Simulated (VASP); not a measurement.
# Si (P1) in VASP: single point with PBE

Aim: the single point of Si with PBE.

All numbers are computed with VASP 6.6.1; they aren't measurements. Logs are shortened: lines on timing, memory, paths and dates and some standing lists are left out, and cuts for length are marked.

### 1 The cell of the first run

The typed cell holds 7 atoms: a = 5.430 Å, b = 5.430 Å, c = 5.430 Å, α = 90.00°, β = 90.00°, γ = 90.00°.

### 2 Single point, PBE

INCAR

```
PREC     = Accurate       # precision mode
ENCUT    = 520            # plane-wave cutoff, eV
EDIFF    = 1E-6           # SCF threshold, eV
ISMEAR   = 0              # smearing method
SIGMA    = 0.01           # smearing width, eV
LREAL    = False          # projectors in reciprocal space
LASPH    = True           # aspherical terms in the spheres
NELM     = 80             # most SCF steps
ALGO     = Normal         # electronic algorithm
ISIF     = 2              # what is computed and relaxed
LWAVE    = False          # write WAVECAR
LCHARG   = False          # write CHGCAR
GGA      = PE             # functional
NBANDS   = 23             # bands
```

KPOINTS

```
Automatic mesh
0
Gamma
  2 2 2
```

POSCAR

```
Si
1.0
    5.4300000000      0.0000000000      0.0000000000
    0.0000000000      5.4300000000      0.0000000000
    0.0000000000      0.0000000000      5.4300000000
Si
7
Direct
    0.9912760000      0.9988890000      0.9981350000
    0.9960610000      0.4990220000      0.4994980000
    0.5081300000      0.9948520000      0.5054980000
    0.5013870000      0.5047240000      0.0019960000
    0.2409550000      0.2500480000      0.2567600000
    0.7445420000      0.2528030000      0.7536290000
    0.7637550000      0.7470230000      0.2568740000
```

Potentials or basis: VASP PAW PBE potentials, release 64 (Si).

Launch:

```
> cat potpaw_PBE.64/Si/POTCAR > POTCAR
> mpirun -np 1 vasp_std > vasp.out
```

OUTCAR:

```text
PREC = Accurate
   ENCUT = 520
   EDIFF = 1E-6
   ISMEAR = 0
   LREAL = False
   LASPH = True
   NELM = 80
   ISIF = 2
   GGA = PE

 ion  position               nearest neighbor table
   1  0.991  0.999  0.998-   7 2.32   6 2.34   5 2.38
   2  0.996  0.499  0.499-   7 2.27   5 2.31   6 2.36
   3  0.508  0.995  0.505-   6 2.33   7 2.36   5 2.42
   4  0.501  0.505  0.002-   6 2.33   7 2.38   5 2.41
   5  0.241  0.250  0.257-   2 2.31   1 2.38   4 2.41   3 2.42
   6  0.745  0.253  0.754-   3 2.33   4 2.33   1 2.34   2 2.36
   7  0.764  0.747  0.257-   2 2.27   1 2.32   3 2.36   4 2.38

  LATTYP: Found a simple cubic cell.
 ALAT       =     5.4300000000

  Lattice vectors:

 A1 = (   5.4300000000,   0.0000000000,   0.0000000000)
 A2 = (   0.0000000000,   5.4300000000,   0.0000000000)
 A3 = (   0.0000000000,   0.0000000000,   5.4300000000)

Analysis of symmetry for initial positions (statically):
=====================================================================
 Subroutine PRICEL returns:
 Original cell was already a primitive cell.

 Routine SETGRP: Setting up the symmetry group for a
 simple cubic supercell.

 Subroutine GETGRP returns: Found  1 space group operations
 (whereof  1 operations were pure point group operations)
 out of a pool of 48 trial point group operations.

The static configuration has the point symmetry C_1 .

Analysis of symmetry for dynamics (positions and initial velocities):
=====================================================================
 Subroutine PRICEL returns:
 Original cell was already a primitive cell.

 Routine SETGRP: Setting up the symmetry group for a
 simple cubic supercell.

 Subroutine GETGRP returns: Found  1 space group operations
 (whereof  1 operations were pure point group operations)
 out of a pool of 48 trial point group operations.

The dynamic configuration has the point symmetry C_1 .

 Subroutine INISYM returns: Found  1 space group operations
 (whereof  1 operations are pure point group operations),
 and found     1 'primitive' translations

----------------------------------------------------------------------------------------

                                     Primitive cell

  volume of cell :     160.1030

  direct lattice vectors                    reciprocal lattice vectors
     5.430000000  0.000000000  0.000000000     0.184162063  0.000000000  0.000000000
     0.000000000  5.430000000  0.000000000     0.000000000  0.184162063  0.000000000
     0.000000000  0.000000000  5.430000000     0.000000000  0.000000000  0.184162063

  length of vectors
     5.430000000  5.430000000  5.430000000     0.184162063  0.184162063  0.184162063

  position of ions in fractional coordinates (direct lattice)
     0.991276000  0.998889000  0.998135000
     0.996061000  0.499022000  0.499498000
     0.508130000  0.994852000  0.505498000
     0.501387000  0.504724000  0.001996000
     0.240955000  0.250048000  0.256760000
     0.744542000  0.252803000  0.753629000
     0.763755000  0.747023000  0.256874000

  ion indices of the primitive-cell ions
   primitive index   ion index
                 1           1
                 2           2
                 3           3
                 4           4
                 5           5
                 6           6
                 7           7

----------------------------------------------------------------------------------------

 KPOINTS: Automatic mesh

Automatic generation of k-mesh.
 Grid dimensions read from file:
 generate k-points for:    2    2    2

 Generating k-lattice:

  Cartesian coordinates                     Fractional coordinates (reciprocal lattice)
     0.092081031  0.000000000  0.000000000     0.500000000  0.000000000  0.000000000
     0.000000000  0.092081031  0.000000000     0.000000000  0.500000000  0.000000000
     0.000000000  0.000000000  0.092081031     0.000000000  0.000000000  0.500000000

  Length of vectors
     0.092081031  0.092081031  0.092081031

  Shift w.r.t. Gamma in fractional coordinates (k-lattice)
     0.000000000  0.000000000  0.000000000

 Subroutine IBZKPT returns following result:
 ===========================================

 Found      8 irreducible k-points:

 Following reciprocal coordinates:
            Coordinates               Weight
  0.000000  0.000000  0.000000      1.000000
  0.500000  0.000000  0.000000      1.000000
  0.000000  0.500000  0.000000      1.000000
  0.000000  0.000000  0.500000      1.000000
  0.500000  0.500000  0.000000      1.000000
  0.000000  0.500000  0.500000      1.000000
  0.500000  0.000000  0.500000      1.000000
  0.500000  0.500000  0.500000      1.000000
   k-points           NKPTS =      8   k-points in BZ     NKDIM =      8   number of bands    NBANDS=     23
   number of dos      NEDOS =    301   number of ions     NIONS =      7
   total plane-waves  NPLWV =  64000
   dimension x,y,z NGX =    40 NGY =   40 NGZ =   40
   dimension x,y,z NGXF=    80 NGYF=   80 NGZF=   80
   ions per type =               7
   NGX,Y,Z   is equivalent  to a cutoff of  12.25, 12.25, 12.25 a.u.
   NGXF,Y,Z  is equivalent  to a cutoff of  24.49, 24.49, 24.49 a.u.
 SYSTEM =  unknown system
   PREC   = accura    normal or accurate (medium, high low for compatibility)
   ISTART =      0    job   : 0-new  1-cont  2-samecut
   ICHARG =      2    charge: 1-file 2-atom 10-const
   ISPIN  =      1    spin polarized calculation?
   LNONCOLLINEAR =      F non collinear calculations
   LSORBIT =      F    spin-orbit coupling
   LASPH  =      T    aspherical Exc in radial PAW
   ENCUT  =  520.0 eV  38.22 Ry    6.18 a.u.  10.10 10.10 10.10*2*pi/ulx,y,z
   NELM   =     80;   NELMIN=  2; NELMDL= -5     # of ELM steps
   EDIFF  = 0.1E-05   stopping-criterion for ELM
   LREAL  =      F    real-space projection
   EDIFFG = 0.1E-04   stopping-criterion for IOM
   NSW    =      0    number of steps for IOM
   IBRION =     -1    ionic relax: 0-MD 1-quasi-New 2-CG
   NFREE  =      0    steps in history (QN), initial steepest desc. (CG)
   ISIF   =      2    stress and relaxation
   ISYM   =      2    0-nonsym 1-usesym 2-fastsym
   POTIM  = 0.5000    time-step for ionic-motion
   TEBEG  =    0.0;   TEEND  =   0.0 temperature during run
   PSTRESS=    0.0 pullay stress
   NELECT =      28.0000    total number of electrons
   NUPDOWN=      -1.0000    fix difference up-down
   EMIN   =  10.00;   EMAX   =-10.00  energy-range for DOS
   EFERMI =   0.00;   METHOD = LEGACY
   ISMEAR =     0;   SIGMA  =   0.01  broadening in eV -4-tet -1-fermi 0-gaus
   EFERMI_NEDOS =   21; number of points for ismear=-14 and -15
   IALGO  =     38    algorithm
   IMIX   =      4    mixing-type and parameters
     AMIX     =   0.40;   BMIX     =  1.00
     AMIX_MAG =   1.60;   BMIX_MAG =  1.00
  volume/ion in A,a.u.               =      22.87       154.35
  Fermi-wavevector in a.u.,A,eV,Ry     =   0.915506  1.730055 11.403730  0.838151
  Thomas-Fermi vector in A             =   2.040255
   LORBIT       =      0    0 simple, 1 ext, 2 COOP (PROOUT), +10 PAW based schemes
   GGA     = PE    functional components
   LHFCALC =     F    Hartree Fock is set to
   AEXX    =    0.0000 exact exchange contribution
   IVDW    =     0    specifies the selected vdW correction
   LEPSILON=     F    determine dielectric tensor
   LRPA    =     F    only Hartree local field effects (RPA)
 non-spin polarized calculation
 Gauss-broadening in eV      SIGMA  =   0.01
  energy-cutoff  :      520.00
  volume of cell :      160.10
 maximum number of plane-waves:      4337
   NGX = 21   NGY = 21   NGZ = 21

 number of electron      28.0000000 magnetization

 Free energy of the ion-electron system (eV)
  ---------------------------------------------------
  ext. energy  EPLUGINS =         0.00000000
  ---------------------------------------------------
  free energy    TOTEN  =       -34.68675235 eV

  energy without entropy =      -34.68675003  energy(sigma->0) =      -34.68675119

 E-fermi :   5.0057     XC(G=0):  -8.9267

 val. band max:        4.9803945362   @ k =   0.0000   0.5000   0.0000
 cond. band min:       5.0310367271   @ k =   0.5000   0.0000   0.0000
 fundamental gap:      0.0506421909
 Fermi energy:         5.0057156364

 k-point     1 :       0.0000    0.0000    0.0000
  band No.  band energies     occupation
      1      -6.9306      2.00000
      2      -3.3413      2.00000
      3      -3.2216      2.00000
      4      -2.9349      2.00000
      5      -2.7964      2.00000
      6      -2.7761      2.00000
[... 15 lines left out ...]
     22       6.3295      0.00000
     23       8.8151      0.00000

 k-point     2 :       0.5000    0.0000    0.0000
  band No.  band energies     occupation
      1      -6.2787      2.00000
      2      -5.3852      2.00000
      3      -3.1775      2.00000
      4      -2.8193      2.00000
      5      -2.6391      2.00000
      6      -0.4377      2.00000
[... 15 lines left out ...]
     22       9.3832      0.00000
     23       9.5042      0.00000

 k-point     3 :       0.0000    0.5000    0.0000
  band No.  band energies     occupation
      1      -6.1714      2.00000
      2      -5.5685      2.00000
      3      -3.1062      2.00000
      4      -2.7110      2.00000
      5      -2.6741      2.00000
      6      -0.4568      2.00000
[... 15 lines left out ...]
     22       9.2150      0.00000
     23       9.3479      0.00000

 k-point     4 :       0.0000    0.0000    0.5000
  band No.  band energies     occupation
      1      -6.2015      2.00000
      2      -5.5229      2.00000
      3      -3.0950      2.00000
      4      -2.7657      2.00000
      5      -2.6636      2.00000
      6      -0.4500      2.00000
[... 15 lines left out ...]
     22       9.2774      0.00000
     23       9.3787      0.00000

 k-point     5 :       0.5000    0.5000    0.0000
  band No.  band energies     occupation
      1      -5.3722      2.00000
      2      -5.2886      2.00000
      3      -5.0598      2.00000
      4      -3.2825      2.00000
      5      -0.6559      2.00000
      6      -0.5828      2.00000
[... 15 lines left out ...]
     22       9.5706      0.00000
     23       9.7861      0.00000

 k-point     6 :       0.0000    0.5000    0.5000
  band No.  band energies     occupation
      1      -5.3302      2.00000
      2      -5.1921      2.00000
      3      -5.1820      2.00000
      4      -3.3587      2.00000
      5      -0.6291      2.00000
      6      -0.5556      2.00000
[... 15 lines left out ...]
     22       9.5976      0.00000
     23       9.7151      0.00000

 k-point     7 :       0.5000    0.0000    0.5000
  band No.  band energies     occupation
      1      -5.4487      2.00000
      2      -5.2353      2.00000
      3      -5.0307      2.00000
      4      -3.2726      2.00000
      5      -0.7087      2.00000
      6      -0.5447      2.00000
[... 15 lines left out ...]
     22       9.4974      0.00000
     23       9.8120      0.00000

 k-point     8 :       0.5000    0.5000    0.5000
  band No.  band energies     occupation
      1      -5.1102      2.00000
      2      -4.9709      2.00000
      3      -4.8729      2.00000
      4      -3.4774      2.00000
      5      -1.9493      2.00000
      6      -1.8065      2.00000
[... 15 lines left out ...]
     22       8.0751      0.00000
     23       8.9515      0.00000

------------------------ aborting loop because EDIFF is reached ----------------------------------------

  FORCE on cell =-STRESS in cart. coord.  units (eV):
  Direction    XX          YY          ZZ          XY          YZ          ZX
  --------------------------------------------------------------------------------------
  -------------------------------------------------------------------------------------
  Total        0.6969935     -1.9111811     -1.8750056     -0.8032245      0.3899659      0.1319246
  in kB        6.9749296    -19.1255056    -18.7634920     -8.0380007      3.9024533      1.3201910
  external PRESSURE =     -10.3046893 kB  Pullay stress =       0.0000000 kB

 VOLUME and BASIS-vectors are now :
 -----------------------------------------------------------------------------
  energy-cutoff  :      520.00
  volume of cell :      160.10
      direct lattice vectors                 reciprocal lattice vectors
     5.430000000  0.000000000  0.000000000     0.184162063  0.000000000  0.000000000
     0.000000000  5.430000000  0.000000000     0.000000000  0.184162063  0.000000000
     0.000000000  0.000000000  5.430000000     0.000000000  0.000000000  0.184162063

 POSITION                                       TOTAL-FORCE (eV/Angst)
 -----------------------------------------------------------------------------------
      5.38263      5.42397      5.41987         0.393314      0.016134     -0.052277
      5.40861      2.70969      2.71227         0.148739     -0.082364      0.869883
      2.75915      5.40205      2.74485        -0.374680     -0.011276     -0.077002
      2.72253      2.74065      0.01084        -0.185956      0.165993      0.188898
      1.30839      1.35776      1.39421         0.732125     -0.352575     -0.392093
      4.04286      1.37272      4.09221         0.094982      0.035018     -0.080183
      4.14719      4.05633      1.39483        -0.808523      0.229070     -0.457227
 -----------------------------------------------------------------------------------
    total drift:                               -0.000024      0.000030     -0.000001

  FREE ENERGIE OF THE ION-ELECTRON SYSTEM (eV)
  ---------------------------------------------------
  free  energy   TOTEN  =       -34.6867523463 eV

  energy  without entropy=      -34.6867500297  energy(sigma->0) =      -34.68675119
```

Wall time 20 s (1 thread of Intel Xeon Platinum 8375C at 2.90GHz (Ice Lake), shared host); peak memory 0.23 GiB.

What came out:

* Free energy: -34.6868 eV
* Pressure: -1.0 GPa
* Largest force: 0.957 eV/Å
* Band gap on the k mesh: zero (band 14 reaches 6.01 eV, above the bottom of band 15 at 4.96 eV)

Forces on the atoms (eV/Å):
```
Si   0.393  0.016 -0.052
Si   0.149 -0.082  0.870
Si  -0.375 -0.011 -0.077
Si  -0.186  0.166  0.189
Si   0.732 -0.353 -0.392
Si   0.095  0.035 -0.080
Si  -0.809  0.229 -0.457
```

Caveat: the k points lie up to 0.58 Å⁻¹ apart.
